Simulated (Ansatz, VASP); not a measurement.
**AlNi3: VASP beside Ansatz**

Contents of INCAR:

```
SYSTEM = AlNi3
PREC     = Accurate       ! precision mode
ENCUT    = 600            ! plane-wave cutoff, eV
EDIFF    = 1E-6           ! SCF threshold, eV
ISMEAR   = 0              ! smearing method
SIGMA    = 0.1            ! smearing width, eV
LREAL    = .False.        ! projectors in reciprocal space
LASPH    = .True.         ! aspherical terms in the spheres
NELM     = 100            ! most SCF steps
ALGO     = Fast           ! electronic algorithm
ISIF     = 3              ! what is computed and relaxed
LWAVE    = .False.        ! write WAVECAR
LCHARG   = .False.        ! write CHGCAR
GGA      = PS             ! functional
IBRION   = 2              ! ionic algorithm
NSW      = 100            ! ionic steps
EDIFFG   = -0.005         ! ionic threshold
```

The input KPOINTS:

```
regular mesh
0
Gamma
  14 14 14
  0 0 0
```

Contents of POSCAR:

```
AlNi3
1.0
    0.0000000000      2.8018887551      2.8018887551
    2.8018887551      0.0000000000      2.8018887551
    2.8018887551      2.8018887551      0.0000000000
Al Ni
1 3
Direct
    0.5000000000      0.5000000000      0.5000000000
    0.2500000000      0.2500000000      0.2500000000
    0.0000000000      0.0000000000      0.0000000000
    0.7500000000      0.7500000000      0.7500000000
```

Input for Ansatz:

```yaml
crystal:
  lattice:
    - [0.0, 2.8018887551, 2.8018887551]
    - [2.8018887551, 0.0, 2.8018887551]
    - [2.8018887551, 2.8018887551, 0.0]
  atoms:
    - { symbol: Al, position: [0.5, 0.5, 0.5] }
    - { symbol: Ni, position: [0.25, 0.25, 0.25] }
    - { symbol: Ni, position: [0.0, 0.0, 0.0] }
    - { symbol: Ni, position: [0.75, 0.75, 0.75] }
basis:
  ecutwfc: 420
kpoints:
  mp_grid: { grid: [14, 14, 14] }
hamiltonian:
  xc: pbesol
scf:
  occupations: { method: gaussian, width: 0.1 }
output:
  forces: true
  stress: true
  eigenvalues: true
  write_density: true
  write_potential: true
  elf: true
  volumetric_format: npy
relax:
  adjacent_minimum: "off"
  f_tol: 0.005
  max_steps: 80
  cell: { stress_tol: 0.05 }
```

Alike in both runs: task relaxation of cell and atoms; functional PBEsol; k mesh 14 × 14 × 14; occupations gaussian, width 0.1 eV; no spin polarisation.

|  | VASP | Ansatz |
| --- | --- | --- |
| version | VASP 6.6.1 | Ansatz 0.2.0 |
| potentials or method | VASP PAW PBE potentials, release 64 (Al, Ni), cutoff 600 eV | scalar-relativistic, plane waves, PAW |
| valence electrons in the cell | 33 | 57 |

Ansatz gave:

| Quantity | Value |
| --- | --- |
| gap on the k mesh at the Fermi level, each at its own relaxed structure (eV) | none |
| relaxed volume (Å³/atom) | 10.96 |
| relaxed cell length with the largest relative difference (Å) | 3.958 |

What did VASP give for the same quantities?

gap on the k mesh at the Fermi level, each at its own relaxed structure (eV): none; relaxed volume (Å³/atom): 10.97; relaxed cell length with the largest relative difference (Å): 3.959.

VASP's potentials were made for PBE, not for PBEsol. A gap of «none» marks a metal or a gap that the smearing closes. VASP's potentials hold 33 valence electrons a cell and Ansatz's 57, so a difference there can come from the potentials and not from the codes.
